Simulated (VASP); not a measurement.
Crystal: Cs3Ge2S3.

```xyz
8
Lattice="6.4644 0.0000 0.0000 0.0000 6.4644 0.0000 0.0000 0.0000 6.4644" Properties=species:S:1:pos:R:3 pbc="T T T"
Cs    3.2322    0.0000    0.0000
Cs    0.0000    3.2322    0.0000
Cs    0.0000    0.0000    3.2322
Ge    3.2322    3.2322    3.2322
Ge    0.0000    0.0000    0.0000
S     0.0000    3.2322    3.2322
S     3.2322    0.0000    3.2322
S     3.2322    3.2322    0.0000
```

- Program: VASP 6.6.1
- Task: relaxation of cell and atoms
- Functional: PBE
- Potentials or basis: VASP PAW PBE potentials, release 64 (Cs_sv, Ge_d, S)
- Cutoff: 600 eV
- k mesh: 4 × 4 × 4
- Occupations: gaussian, width 0.1 eV
- Spin: no spin polarisation

At the start: pressure 1.2 GPa; volume 33.77 Å³/atom.

Q: How do energy, volume and symmetry change on relaxing?

A: Over 3 steps the energy falls by 7.1 meV/atom and the volume is 35.82 Å³/atom (+6.1 %); space group Pm-3m (No. 221, to 0.05 Å).

Step by step:
```tsv
step	energy change (eV)	largest force (eV/Å)	pressure (GPa)	volume (Å³)
1	0.0000	0.0000	1.23	270.14
2	-0.0506	0.0000	0.38	280.42
3	-0.0571	0.0000	-0.04	286.59
```

Final structure:
```cif
data_structure
_symmetry_space_group_name_H-M 'P 1'
_symmetry_Int_Tables_number 1
_cell_length_a 6.5930
_cell_length_b 6.5930
_cell_length_c 6.5930
_cell_angle_alpha 90.000
_cell_angle_beta 90.000
_cell_angle_gamma 90.000
_cell_volume 286.59
loop_
_atom_site_label
_atom_site_type_symbol
_atom_site_fract_x
_atom_site_fract_y
_atom_site_fract_z
_atom_site_occupancy
Cs1 Cs 0.50000 0.00000 0.00000 1
Cs2 Cs 0.00000 0.50000 0.00000 1
Cs3 Cs 0.00000 0.00000 0.50000 1
Ge1 Ge 0.50000 0.50000 0.50000 1
Ge2 Ge 0.00000 0.00000 0.00000 1
S1 S 0.00000 0.50000 0.50000 1
S2 S 0.50000 0.00000 0.50000 1
S3 S 0.50000 0.50000 0.00000 1
```
